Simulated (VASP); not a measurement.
Input of a VASP 6.6.1 run:

INCAR

```
PREC     = Accurate       # precision mode
ENCUT    = 600            # plane-wave cutoff, eV
EDIFF    = 1E-6           # SCF threshold, eV
ISMEAR   = -1             # smearing method
SIGMA    = 0.05           # smearing width, eV
LREAL    = F              # projectors in reciprocal space
LASPH    = T              # aspherical terms in the spheres
NELM     = 60             # most SCF steps
ALGO     = Normal         # electronic algorithm
ISIF     = 3              # what is computed and relaxed
LWAVE    = F              # write WAVECAR
LCHARG   = F              # write CHGCAR
IBRION   = 2              # ionic algorithm
NSW      = 80             # ionic steps
EDIFFG   = -0.005         # ionic threshold
```

KPOINTS

```
Automatic mesh
0
Gamma
  8 8 8
```

File POSCAR:

```
SnSe
1.0
    0.0000000000      3.0100000000      3.0100000000
    3.0100000000      0.0000000000      3.0100000000
    3.0100000000      3.0100000000      0.0000000000
Sn Se
1 1
Direct
    0.0000000000      0.0000000000      0.0000000000
    0.5000000000      0.5000000000      0.5000000000
```

Potentials or basis: VASP PAW LDA potentials, release 64 (Sn_d, Se).

The run is started by

```bash
$ cat potpaw_LDA.64/Sn_d/POTCAR potpaw_LDA.64/Se/POTCAR > POTCAR
$ mpirun -np 1 vasp_std > vasp.out
```

(1) Predict the space group after relaxing (to 0.05 Å).

(2) Estimate the relaxed volume.

## Answers

(1) Fm-3m (No. 225).

(2) 25.63 Å³/atom.
